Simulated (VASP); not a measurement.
A run of VASP 6.6.1 is set up as follows.

File INCAR:

```
PREC = Accurate
ENCUT = 520
EDIFF = 1E-6
ISMEAR = 0
SIGMA = 0.05
LREAL = F
LASPH = T
NELM = 60
ALGO = Normal
ISIF = 2
LWAVE = F
LCHARG = F
LDIPOL = T
IDIPOL = 3
DIPOL = 0.5 0.5 0.500
GGA = PS
IBRION = 2
NSW = 80
EDIFFG = -0.02
KPAR = 4
```

Contents of KPOINTS:

```
regular mesh
0
Gamma
  6 6 1
```

POSCAR

```
Cd4Te3
1.0
    4.5886584767      0.0000000000      0.0000000000
    0.0000000000      4.5886584767      0.0000000000
    0.0000000000      0.0000000000     24.7340145762
Cd Te
4 3
Direct
    0.5000000000      0.5000000000      0.3032261494
    0.0000000000      0.0000000000      0.4344087165
    0.5000000000      0.5000000000      0.5655912835
    0.0000000000      0.0000000000      0.6967738506
    0.5000000000      0.0000000000      0.3688174330
    0.0000000000      0.5000000000      0.5000000000
    0.5000000000      0.0000000000      0.6311825670
```

Potentials or basis: VASP PAW PBE potentials, release 64 (Cd, Te).

Run with:

```bash
$ cat potpaw_PBE.64/Cd/POTCAR potpaw_PBE.64/Te/POTCAR > POTCAR
$ mpirun -np 4 vasp_std > vasp.out
```

(1) What does it give for the energy gained by relaxing?

(2) Predict the band gap on the k mesh.

Answers

(1) 3.3 meV/atom.

(2) zero (bands 33 and 34 overlap by 0.40 eV).

Caveat: spin-orbit coupling is left out, which moves the levels of the heavy elements.
